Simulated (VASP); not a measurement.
# H (P1) in VASP: a series of runs

H is run at these levels: PBE; tasks: single point.

Program: VASP 6.6.1. These are calculated values, not measurements. Logs are shortened: lines on timing, memory, paths and dates and some standing lists are left out, and cuts for length are marked.

## 1. The cell of the first run

The typed cell holds 4 atoms: a = 3.213 Å, b = 3.156 Å, c = 6.293 Å, α = 89.97°, β = 90.19°, γ = 118.07°.

## 2. Single point, PBE

INCAR

```
SYSTEM = H
PREC = Accurate ; ENCUT = 520
EDIFF = 1E-6 ; ISMEAR = 0
SIGMA = 0.02 ; LREAL = .False.
LASPH = .True. ; NELM = 60
ALGO = Normal ; ISIF = 2
LWAVE = .False. ; LCHARG = .False.
GGA = PE ; NBANDS = 10
```

KPOINTS

```
Automatic mesh
0
Gamma
  1 1 1
  0 0 0
```

POSCAR

```
H
1.0
    1.6658090373     -2.7469537335     -0.0052436491
    1.6113438920      2.7140848555      0.0007060932
   -0.0086892704      0.0068758389      6.2934434662
H
4
Direct
    0.5662535610      0.4206466936      0.9977276521
    0.4258355753      0.5462440783      0.0069937013
    0.4030250062      0.5602515494      0.5008543439
    0.5770581392      0.4048615582      0.5055121593
```

Potentials or basis: VASP PAW PBE potentials, release 64 (H).

On the command line:

```sh
> cat potpaw_PBE.64/H/POTCAR > POTCAR
> mpirun -np 1 vasp_gam > vasp.out
```

OUTCAR:

```text
SYSTEM = H
   PREC = Accurate
   ENCUT = 520
   EDIFF = 1E-6
   ISMEAR = 0
   LREAL = .False.
   LASPH = .True.
   NELM = 60
   ISIF = 2
   GGA = PE

 ion  position               nearest neighbor table
   1  0.566  0.421  0.998-   2 0.73
   2  0.426  0.546  0.007-   1 0.73
   3  0.403  0.560  0.501-
   4  0.577  0.405  0.506-

  LATTYP: Found a triclinic cell.
 ALAT       =     3.2125849496
 B/A-ratio  =     0.9825023687
 C/A-ratio  =     1.9589997835
 COS(alpha) =     0.0004583037
 COS(beta)  =     0.0032823254
 COS(gamma) =     0.4705349376

  Lattice vectors:

 A1 = (   1.6658090373,  -2.7469537335,  -0.0052436491)
 A2 = (  -1.6113438920,  -2.7140848555,  -0.0007060932)
 A3 = (   0.0086892704,  -0.0068758389,  -6.2934434662)

Analysis of symmetry for initial positions (statically):
=====================================================================
 Subroutine PRICEL returns:
 Original cell was already a primitive cell.

 Routine SETGRP: Setting up the symmetry group for a
 triclinic supercell.

 Subroutine GETGRP returns: Found  1 space group operations
 (whereof  1 operations were pure point group operations)
 out of a pool of  2 trial point group operations.

The static configuration has the point symmetry C_1 .

Analysis of symmetry for dynamics (positions and initial velocities):
=====================================================================
 Subroutine PRICEL returns:
 Original cell was already a primitive cell.

 Routine SETGRP: Setting up the symmetry group for a
 triclinic supercell.

 Subroutine GETGRP returns: Found  1 space group operations
 (whereof  1 operations were pure point group operations)
 out of a pool of  2 trial point group operations.

The dynamic configuration has the point symmetry C_1 .

 Subroutine INISYM returns: Found  1 space group operations
 (whereof  1 operations are pure point group operations),
 and found     1 'primitive' translations

----------------------------------------------------------------------------------------

                                     Primitive cell

  volume of cell :      56.3100

  direct lattice vectors                    reciprocal lattice vectors
     1.665809037 -2.746953733 -0.005243649     0.303337511 -0.180090714  0.000615570
     1.611343892  2.714084855  0.000706093     0.307010522  0.186177051  0.000220479
    -0.008689270  0.006875839  6.293443466     0.000218293 -0.000170938  0.158896013

  length of vectors
     3.212584950  3.156372323  6.293453221     0.352770024  0.359050698  0.158896254

  position of ions in fractional coordinates (direct lattice)
     0.566253561  0.420646694  0.997727652
     0.425835575  0.546244078  0.006993701
     0.403025006  0.560251549  0.500854344
     0.577058139  0.404861558  0.505512159

  ion indices of the primitive-cell ions
   primitive index   ion index
                 1           1
                 2           2
                 3           3
                 4           4

----------------------------------------------------------------------------------------

 KPOINTS: Automatic mesh

Automatic generation of k-mesh.
 Grid dimensions read from file:
 generate k-points for:    1    1    1

 Generating k-lattice:

  Cartesian coordinates                     Fractional coordinates (reciprocal lattice)
     0.303337511 -0.180090714  0.000615570     1.000000000  0.000000000  0.000000000
     0.307010522  0.186177051  0.000220479    -0.000000000  1.000000000  0.000000000
     0.000218293 -0.000170938  0.158896013    -0.000000000 -0.000000000  1.000000000

  Length of vectors
     0.352770024  0.359050698  0.158896254

  Shift w.r.t. Gamma in fractional coordinates (k-lattice)
     0.000000000  0.000000000  0.000000000

 Subroutine IBZKPT returns following result:
 ===========================================

 Found      1 irreducible k-points:

 Following reciprocal coordinates:
            Coordinates               Weight
  0.000000  0.000000  0.000000      1.000000
   k-points           NKPTS =      1   k-points in BZ     NKDIM =      1   number of bands    NBANDS=     10
   number of dos      NEDOS =    301   number of ions     NIONS =      4
   total plane-waves  NPLWV =  27648
   dimension x,y,z NGX =    24 NGY =   24 NGZ =   48
   dimension x,y,z NGXF=    48 NGYF=   48 NGZF=   96
   ions per type =               4
   NGX,Y,Z   is equivalent  to a cutoff of  12.42, 12.64, 12.68 a.u.
   NGXF,Y,Z  is equivalent  to a cutoff of  24.84, 25.28, 25.36 a.u.
 SYSTEM =  H
   PREC   = accura    normal or accurate (medium, high low for compatibility)
   ISTART =      0    job   : 0-new  1-cont  2-samecut
   ICHARG =      2    charge: 1-file 2-atom 10-const
   ISPIN  =      1    spin polarized calculation?
   LNONCOLLINEAR =      F non collinear calculations
   LSORBIT =      F    spin-orbit coupling
   LASPH  =      T    aspherical Exc in radial PAW
   ENCUT  =  520.0 eV  38.22 Ry    6.18 a.u.   5.97  5.87 11.70*2*pi/ulx,y,z
   NELM   =     60;   NELMIN=  2; NELMDL= -5     # of ELM steps
   EDIFF  = 0.1E-05   stopping-criterion for ELM
   LREAL  =      F    real-space projection
   EDIFFG = 0.1E-04   stopping-criterion for IOM
   NSW    =      0    number of steps for IOM
   IBRION =     -1    ionic relax: 0-MD 1-quasi-New 2-CG
   NFREE  =      0    steps in history (QN), initial steepest desc. (CG)
   ISIF   =      2    stress and relaxation
   ISYM   =      2    0-nonsym 1-usesym 2-fastsym
   POTIM  = 0.5000    time-step for ionic-motion
   TEBEG  =    0.0;   TEEND  =   0.0 temperature during run
   PSTRESS=    0.0 pullay stress
   NELECT =       4.0000    total number of electrons
   NUPDOWN=      -1.0000    fix difference up-down
   EMIN   =  10.00;   EMAX   =-10.00  energy-range for DOS
   EFERMI =   0.00;   METHOD = LEGACY
   ISMEAR =     0;   SIGMA  =   0.02  broadening in eV -4-tet -1-fermi 0-gaus
   EFERMI_NEDOS =   21; number of points for ismear=-14 and -15
   IALGO  =     38    algorithm
   IMIX   =      4    mixing-type and parameters
     AMIX     =   0.40;   BMIX     =  1.00
     AMIX_MAG =   1.60;   BMIX_MAG =  1.00
  volume/ion in A,a.u.               =      14.08        95.00
  Fermi-wavevector in a.u.,A,eV,Ry     =   0.678005  1.281244  6.254475  0.459691
  Thomas-Fermi vector in A             =   1.755781
   LORBIT       =      0    0 simple, 1 ext, 2 COOP (PROOUT), +10 PAW based schemes
   GGA     = PE    functional components
   LHFCALC =     F    Hartree Fock is set to
   AEXX    =    0.0000 exact exchange contribution
   IVDW    =     0    specifies the selected vdW correction
   LEPSILON=     F    determine dielectric tensor
   LRPA    =     F    only Hartree local field effects (RPA)
 non-spin polarized calculation
 Gauss-broadening in eV      SIGMA  =   0.02
  energy-cutoff  :      520.00
  volume of cell :       56.31
 maximum number of plane-waves:       754
 NGX is ok and might be reduce to    24
   NGX = 11   NGY = 11   NGZ = 23

 number of electron       4.0000000 magnetization

 Free energy of the ion-electron system (eV)
  ---------------------------------------------------
  ext. energy  EPLUGINS =         0.00000000
  ---------------------------------------------------
  free energy    TOTEN  =       -16.83119294 eV

  energy without entropy =      -16.83119294  energy(sigma->0) =      -16.83119294

 E-fermi :  -9.9879     XC(G=0):  -5.2404

 val. band max:      -10.1501620903   @ k =   0.0000   0.0000   0.0000
 cond. band min:       0.5506339596   @ k =   0.0000   0.0000   0.0000
 fundamental gap:     10.7007960499
 Fermi energy:        -9.9878758901

 k-point     1 :       0.0000    0.0000    0.0000
  band No.  band energies     occupation
      1     -10.9853      2.00000
      2     -10.1502      2.00000
      3       0.5506      0.00000
      4       3.6922      0.00000
      5       6.1256      0.00000
      6       8.1323      0.00000
      7       8.4150      0.00000
      8       9.7292      0.00000
      9      12.4537      0.00000
     10      12.6925      0.00000

------------------------ aborting loop because EDIFF is reached ----------------------------------------

  FORCE on cell =-STRESS in cart. coord.  units (eV):
  Direction    XX          YY          ZZ          XY          YZ          ZX
  --------------------------------------------------------------------------------------
  -------------------------------------------------------------------------------------
  Total       -8.5078305     -8.1725929      0.5688722     -0.1671477      0.1916589      0.0035978
  in kB     -242.0716325   -232.5331829     16.1860103     -4.7558199      5.4532318      0.1023672
  external PRESSURE =    -152.8062684 kB  Pullay stress =       0.0000000 kB

 VOLUME and BASIS-vectors are now :
 -----------------------------------------------------------------------------
  energy-cutoff  :      520.00
  volume of cell :       56.31
      direct lattice vectors                 reciprocal lattice vectors
     1.665809037 -2.746953733 -0.005243649     0.303337511 -0.180090714  0.000615570
     1.611343892  2.714084855  0.000706093     0.307010522  0.186177051  0.000220479
    -0.008689270  0.006875839  6.293443466     0.000218293 -0.000170938  0.158896013

 POSITION                                       TOTAL-FORCE (eV/Angst)
 -----------------------------------------------------------------------------------
      1.61241     -0.40694      6.27647         0.115952     -3.110979     -0.180067
      1.58949      0.31285      0.04217        -0.115636      3.110813      0.181165
      1.56977      0.41692      3.15038         0.055974     -0.676187      0.064531
      1.60925     -0.48285      3.17867        -0.056290      0.676353     -0.065629
 -----------------------------------------------------------------------------------
    total drift:                                0.000121      0.000097     -0.000014

  FREE ENERGIE OF THE ION-ELECTRON SYSTEM (eV)
  ---------------------------------------------------
  free  energy   TOTEN  =       -16.8311929405 eV

  energy  without entropy=      -16.8311929405  energy(sigma->0) =      -16.83119294
```

It took 2.9 s on 1 thread of Intel Xeon 6975P-C (Granite Rapids), shared host; peak memory 0.14 GiB.

What came out:

```yaml
Free_energy: -16.8312 eV
Pressure: -15.3 GPa
Largest_force: 3.118 eV/Å
Band_gap_on_the_k_mesh: 10.70 eV
```

Forces in eV/Å, atoms in the order of the input:
```
H    0.116 -3.111 -0.180
H   -0.116  3.111  0.181
H    0.056 -0.676  0.065
H   -0.056  0.676 -0.066
```

Levels at points of the mesh, in eV from the valence-band top:
```
           k point  band 1  band 2  band 3  band 4  band 5  band 6
(0.00, 0.00, 0.00)   -0.84    0.00   10.70   13.84   16.28   18.28
```

Caveat: the k points lie up to 2.26 Å⁻¹ apart; forces of over 1 eV/Å act on the atoms, so gaps and moduli don't describe the material at rest. A k mesh can miss the band edges.

## 3. Single point, PBE

INCAR

```
ALGO = Normal
EDIFF = 1E-7
ENCUT = 520
GGA = PE
ISIF = 2
ISMEAR = 0
LASPH = True
LCHARG = False
LREAL = False
LWAVE = False
NBANDS = 10
NELM = 100
PREC = Accurate
SIGMA = 0.02
```

KPOINTS

```
k-points
0
Gamma
  2 2 1
```

POSCAR is that of step 2.

Potentials or basis: VASP PAW PBE potentials, release 64 (H).

On the command line:

```sh
> cat potpaw_PBE.64/H/POTCAR > POTCAR
> mpirun -np 1 vasp_std > vasp.out
```

It took 3.8 s on 1 thread of Intel Xeon 6975P-C (Granite Rapids), shared host; peak memory 0.14 GiB.

It converged, with:

* Free energy: -13.0827 eV
* Pressure: -1.1 GPa
* Largest force: 3.660 eV/Å
* Band gap on the k mesh: 6.85 eV

Forces in eV/Å, atoms in the order of the input:
```
H    0.025 -0.491 -0.045
H   -0.025  0.491  0.046
H    0.153 -3.654  0.110
H   -0.154  3.655 -0.111
```

Stress tensor (GPa, compression positive):
```
 1.66  0.43 -0.02
 0.43 -6.00  0.38
-0.02  0.38  1.06
```

Levels at points of the mesh, in eV from the valence-band top:
```tsv
k point	band 1	band 2	band 3	band 4	band 5	band 6	band 7
(0.00, 0.00, 0.00)	-2.49	-1.58	8.45	11.93	14.45	16.65	16.67
(0.50, 0.00, 0.00)	-1.35	-0.42	7.97	10.23	12.27	14.06	14.89
(0.00, 0.50, 0.00)	-1.30	-0.36	8.23	10.48	12.41	14.24	14.31
(0.50, 0.50, 0.00)	-1.06	0.00	6.85	9.02	12.87	14.06	14.83
```

Caveat: the k points lie up to 1.13 Å⁻¹ apart; forces of over 1 eV/Å act on the atoms, so gaps and moduli don't describe the material at rest.
